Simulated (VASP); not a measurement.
# AsI (Fm-3m) in VASP: further runs, part 2 of 2

VASP 6.6.1. The steps go on from the part before.

## Step 3: Single point, PBE

This run uses another cell than the first one, of 29.25 Å³/atom, 0.910 times its volume.

Contents of INCAR:

```
PREC = Accurate
ENCUT = 520
EDIFF = 1E-6
ISMEAR = 0
SIGMA = 0.1
LREAL = False
LASPH = True
NELM = 60
ALGO = Normal
ISIF = 2
LWAVE = False
LCHARG = True
GGA = PE
LELF = True
LVHAR = True
NBANDS = 13
```

Contents of KPOINTS:

```
Automatic mesh
0
Gamma
  16 16 16
```

Contents of POSCAR:

```
AsI
1.0
    0.0000000000      3.0812095123      3.0812095123
    3.0812095123      0.0000000000      3.0812095123
    3.0812095123      3.0812095123      0.0000000000
As I
1 1
Direct
    0.0000000000      0.0000000000      0.0000000000
    0.5000000000      0.5000000000      0.5000000000
```

Potentials or basis: VASP PAW PBE potentials, release 64 (As, I).

Run with:

```console
> cat potpaw_PBE.64/As/POTCAR potpaw_PBE.64/I/POTCAR > POTCAR
> mpirun -np 1 vasp_std > vasp.out
```

OUTCAR:

```text
PREC = Accurate
   ENCUT = 520
   EDIFF = 1E-6
   ISMEAR = 0
   LREAL = False
   LASPH = True
   NELM = 60
   ISIF = 2
   GGA = PE

 ion  position               nearest neighbor table
   1  0.000  0.000  0.000-   2 3.08   2 3.08   2 3.08   2 3.08   2 3.08   2 3.08
   2  0.500  0.500  0.500-   1 3.08   1 3.08   1 3.08   1 3.08   1 3.08   1 3.08

  LATTYP: Found a face centered cubic cell.
 ALAT       =     6.1624190246

  Lattice vectors:

 A1 = (   0.0000000000,   3.0812095123,   3.0812095123)
 A2 = (   3.0812095123,   0.0000000000,   3.0812095123)
 A3 = (   3.0812095123,   3.0812095123,   0.0000000000)

Analysis of symmetry for initial positions (statically):
=====================================================================
 Subroutine PRICEL returns:
 Original cell was already a primitive cell.

 Routine SETGRP: Setting up the symmetry group for a
 face centered cubic supercell.

 Subroutine GETGRP returns: Found 48 space group operations
 (whereof 48 operations were pure point group operations)
 out of a pool of 48 trial point group operations.

The static configuration has the point symmetry O_h .

Analysis of symmetry for dynamics (positions and initial velocities):
=====================================================================
 Subroutine PRICEL returns:
 Original cell was already a primitive cell.

 Routine SETGRP: Setting up the symmetry group for a
 face centered cubic supercell.

 Subroutine GETGRP returns: Found 48 space group operations
 (whereof 48 operations were pure point group operations)
 out of a pool of 48 trial point group operations.

The dynamic configuration has the point symmetry O_h .

 Subroutine INISYM returns: Found 48 space group operations
 (whereof 48 operations are pure point group operations),
 and found     1 'primitive' translations

----------------------------------------------------------------------------------------

                                     Primitive cell

  volume of cell :      58.5051

[... 118 lines left out ...]
   LRPA    =     F    only Hartree local field effects (RPA)
 non-spin polarized calculation
 Gauss-broadening in eV      SIGMA  =   0.10
  energy-cutoff  :      520.00
  volume of cell :       58.51
 maximum number of plane-waves:      1604
   NGX = 17   NGY = 17   NGZ = 17

 number of electron      11.9999999 magnetization

 Free energy of the ion-electron system (eV)
  ---------------------------------------------------
  ext. energy  EPLUGINS =         0.00000000
  ---------------------------------------------------
  free energy    TOTEN  =        -5.13062860 eV

  energy without entropy =       -5.12426302  energy(sigma->0) =       -5.12744581

 E-fermi :   5.4003     XC(G=0):  -9.2863

 val. band max:        5.3831154636   @ k =  -0.3750   0.1875   0.0625
 cond. band min:       5.4035590391   @ k =   0.5000   0.1250   0.0000
 fundamental gap:      0.0204435754
 Fermi energy:         5.4002629125

 k-point     1 :       0.0000    0.0000    0.0000
  band No.  band energies     occupation
      1      -9.5798      2.00000
      2      -3.4268      2.00000
      3       1.9040      2.00000
      4       1.9040      2.00000
      5       1.9040      2.00000
      6       6.6269      0.00000
      7       6.6269      0.00000
      8       6.6269      0.00000
      9      10.2413      0.00000
     10      10.2413      0.00000
     11      10.2413      0.00000
     12      11.8693      0.00000
     13      11.9004      0.00000
[... 354 lines left out ...]
  band No.  band energies     occupation
      1      -9.5043      2.00000
      2      -3.6291      2.00000
      3       1.7722      2.00000
      4       1.9946      2.00000
      5       2.0672      2.00000
      6       6.1409      0.00000
      7       6.1493      0.00000
      8       6.6854      0.00000
      9      10.1191      0.00000
     10      10.3541      0.00000
     11      10.6191      0.00000
     12      11.9873      0.00000
     13      12.5881      0.00000

 [... further k-points ...]

------------------------ aborting loop because EDIFF is reached ----------------------------------------

  FORCE on cell =-STRESS in cart. coord.  units (eV):
  Direction    XX          YY          ZZ          XY          YZ          ZX
  --------------------------------------------------------------------------------------
  -------------------------------------------------------------------------------------
  Total       -0.0177208     -0.0177208     -0.0177208      0.0000000      0.0000000     -0.0000000
  in kB       -0.4852892     -0.4852892     -0.4852892      0.0000000      0.0000000     -0.0000000
  external PRESSURE =      -0.4852892 kB  Pullay stress =       0.0000000 kB

 VOLUME and BASIS-vectors are now :
 -----------------------------------------------------------------------------
  energy-cutoff  :      520.00
  volume of cell :       58.51
      direct lattice vectors                 reciprocal lattice vectors
     0.000000000  3.081209512  3.081209512    -0.162273938  0.162273938  0.162273938
     3.081209512  0.000000000  3.081209512     0.162273938 -0.162273938  0.162273938
     3.081209512  3.081209512  0.000000000     0.162273938  0.162273938 -0.162273938

 POSITION                                       TOTAL-FORCE (eV/Angst)
 -----------------------------------------------------------------------------------
      0.00000      0.00000      0.00000        -0.000000      0.000000     -0.000000
      3.08121      3.08121      3.08121         0.000000     -0.000000      0.000000
 -----------------------------------------------------------------------------------
    total drift:                                0.000000     -0.000000     -0.000000

  FREE ENERGIE OF THE ION-ELECTRON SYSTEM (eV)
  ---------------------------------------------------
  free  energy   TOTEN  =        -5.1306286027 eV

  energy  without entropy=       -5.1242630163  energy(sigma->0) =       -5.12744581
```

OSZICAR:

```text
N       E                     dE             d eps       ncg     rms          rms(c)
DAV:   1     0.409327165149E+02    0.40933E+02   -0.48500E+03  3770   0.767E+02
DAV:   2    -0.273174615344E+01   -0.43664E+02   -0.41160E+02  5064   0.119E+02
DAV:   3    -0.514145081967E+01   -0.24097E+01   -0.23909E+01  4912   0.281E+01
DAV:   4    -0.517364243904E+01   -0.32192E-01   -0.32188E-01  4566   0.380E+00
DAV:   5    -0.517420487132E+01   -0.56243E-03   -0.56243E-03  4840   0.480E-01    0.896E+00
DAV:   6    -0.512612269779E+01    0.48082E-01   -0.22592E-01  4355   0.158E+00    0.577E+00
DAV:   7    -0.513107227892E+01   -0.49496E-02   -0.42319E-02  4765   0.910E-01    0.160E+00
DAV:   8    -0.513060746621E+01    0.46481E-03   -0.79706E-03  4265   0.369E-01    0.181E-01
DAV:   9    -0.513062186113E+01   -0.14395E-04   -0.40156E-04  4695   0.119E-01    0.492E-02
DAV:  10    -0.513062570980E+01   -0.38487E-05   -0.15762E-05  4615   0.251E-02    0.226E-02
DAV:  11    -0.513062827225E+01   -0.25625E-05   -0.71527E-06  4285   0.133E-02    0.206E-02
DAV:  12    -0.513062860272E+01   -0.33047E-06   -0.80540E-07  3190   0.453E-03
   1 F= -.51306286E+01 E0= -.51274458E+01  d E =-.636559E-02
```

stdout:

```text
POSCAR found type information on POSCAR AsI
 POSCAR found :  2 types and       2 ions
 scaLAPACK will be used
 LDA part: xc-table for (Slater+PW92), standard interpolation
 POSCAR, INCAR and KPOINTS ok, starting setup
 FFT: planning ... GRIDC
 FFT: planning ... GRID_SOFT
 FFT: planning ... GRID
 WAVECAR not read
 entering main loop
```

Run time: 49 s. Hardware: 1 thread of Intel Xeon Platinum 8259CL at 2.50GHz (Skylake/Cascade Lake), shared host; peak memory 0.26 GiB.

What came out:

```yaml
Free_energy: -5.1306 eV
Pressure: 0.0 GPa
Band_gap_on_the_k_mesh: zero (band 6 reaches 7.79 eV, above the bottom of band 7 at 4.28 eV)
```

Levels at points of the mesh, in eV from the Fermi level:
| k point | band 3 | band 4 | band 5 | band 6 | band 7 | band 8 | band 9 | band 10 |
| --- | --- | --- | --- | --- | --- | --- | --- | --- |
| (0.00, 0.00, 0.00) | -3.50 | -3.50 | -3.50 | 1.23 | 1.23 | 1.23 | 4.84 | 4.84 |
| (0.50, 0.00, 0.00) | -3.16 | -3.16 | -2.62 | -1.25 | -1.12 | -1.12 | 7.68 | 7.75 |
| (0.50, 0.50, 0.00) | -6.37 | -4.83 | -4.83 | 2.39 | 2.39 | 2.42 | 3.51 | 8.31 |

Caveat: spin-orbit coupling is left out, which moves the levels of the heavy elements.
